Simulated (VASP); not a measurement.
HfN: single point with LDA

Crystal: HfN.

```xyz
2
Lattice="0.0000 2.4216 2.4216 2.4216 0.0000 2.4216 2.4216 2.4216 0.0000" Properties=species:S:1:pos:R:3 pbc="T T T"
Hf    0.0000    0.0000    0.0000
N     3.6325    3.6325    3.6325
```

```
Program                : VASP 6.6.1
Task                   : single point
Functional             : LDA
Potentials or basis    : VASP PAW LDA potentials, release 64 (Hf_pv, N)
Cutoff                 : 520 eV
k mesh                 : 10 × 10 × 10
Occupations            : methfessel-paxton, width 0.1 eV
Spin                   : no spin polarisation
Dipole correction      : no
Further INCAR settings : ALGO = Normal; EDIFF = 1e-06; NBANDS = 14
```

- Pressure: -2.2 GPa

Levels at points of the mesh, in eV from the Fermi level:
```csv
k point,band 4,band 5,band 6,band 7,band 8,band 9,band 10,band 11
"(0.00, 0.00, 0.00)",-16.11,-5.63,-5.63,-5.63,-0.51,2.23,2.23,6.82
"(0.50, 0.00, 0.00)",-14.90,-5.74,-5.01,-5.01,1.63,2.78,2.78,4.41
"(0.50, 0.50, 0.00)",-14.49,-7.12,-3.60,-3.60,-1.11,2.24,4.14,4.85
```

Wall time 14 s on 1 thread of Intel(R) Xeon(R) Platinum 8488C (Sapphire Rapids), with other jobs on the host, peak memory 0.15 GiB.

Caveat: spin-orbit coupling is left out, which moves the levels of the heavy elements.
